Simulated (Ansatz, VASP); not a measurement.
# Two plane-wave programs on MoSe

```xyz
4
Lattice="4.1508 0.0000 0.0000 -2.0754 3.5947 0.0000 0.0000 0.0000 7.0358" Properties=species:S:1:pos:R:3 pbc="T T T"
Mo    0.0000    0.0000    0.0000
Mo    0.0000    0.0000    3.5179
Se    0.0000    2.3965    1.7589
Se    2.0754    1.1982    5.2768
```

Alike in both runs: task single point; functional PBE; k mesh 12 × 12 × 6; occupations gaussian, width 0.1 eV; no spin polarisation; Hubbard terms Mo d U = 4.38 eV.

|  | VASP | Ansatz |
| --- | --- | --- |
| version | VASP 6.6.1 | Ansatz 0.2.0 |
| potentials or method | VASP PAW PBE potentials, release 64 (Mo_sv, Se), cutoff 520 eV | scalar-relativistic, plane waves, PAW |
| valence electrons in the cell | 40 | 60 |

|  | VASP | Ansatz | Ansatz less VASP |
| --- | --- | --- | --- |
| pressure (GPa) | -13.9 | -12.6 | +1.27 |
| traceless stress, the component that is largest in VASP (GPa) | -0.63 | -0.50 | +0.137 |

The programs project onto different local orbitals, so the same U acts differently, and such runs can settle in different states. VASP's potentials hold 40 valence electrons a cell and Ansatz's 60, so a difference there can come from the potentials and not from the codes.
